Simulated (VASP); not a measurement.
SnO2, 6 atoms in the cell. It takes space group P4_2/mnm (No. 136, tetragonal). The conventional cell has a = 5.214 Å, b = 5.214 Å, c = 3.238 Å, α = 90.00°, β = 90.00°, γ = 90.00°. Within 2.9 Å of Sn (site symmetry mmm) lie 6 O at 2.16 to 2.26 Å. Within 2.9 Å of O (site symmetry m2m) lie 3 Sn at 2.16 to 2.26 Å and 1 O at 2.85 Å.  This cell differs from its parent crystal: strain +0.080 along x and y, +0.000 along z.

```yaml
Program: VASP 6.6.1
Task: single point
Functional: PBE
Potentials_or_basis: VASP PAW PBE potentials, release 64 (Sn_d, O)
Cutoff: 520 eV
k_mesh: 6 × 6 × 8
Occupations: gaussian, width 0.05 eV
Spin: no spin polarisation
Dipole_correction: no
Further_INCAR_settings: ALGO = Normal; EDIFF = 1e-06; NBANDS = 35
```

Potentials or basis: VASP PAW PBE potentials, release 64 (Sn_d, O).

Run with:

```sh
$ cat potpaw_PBE.64/Sn_d/POTCAR potpaw_PBE.64/O/POTCAR > POTCAR
$ mpirun -np 1 vasp_std > vasp.out
```

Hardware: 1 thread of Intel(R) Xeon(R) Platinum 8259CL CPU @ 2.50GHz (Skylake/Cascade Lake) (shared host).

Problem. Estimate the wall time of this run.

Solution. It took 110 s on 1 thread of Intel(R) Xeon(R) Platinum 8259CL CPU @ 2.50GHz (Skylake/Cascade Lake), on a shared host, peak memory 0.25 GiB. Counts: scf iterations 14, k points 50.
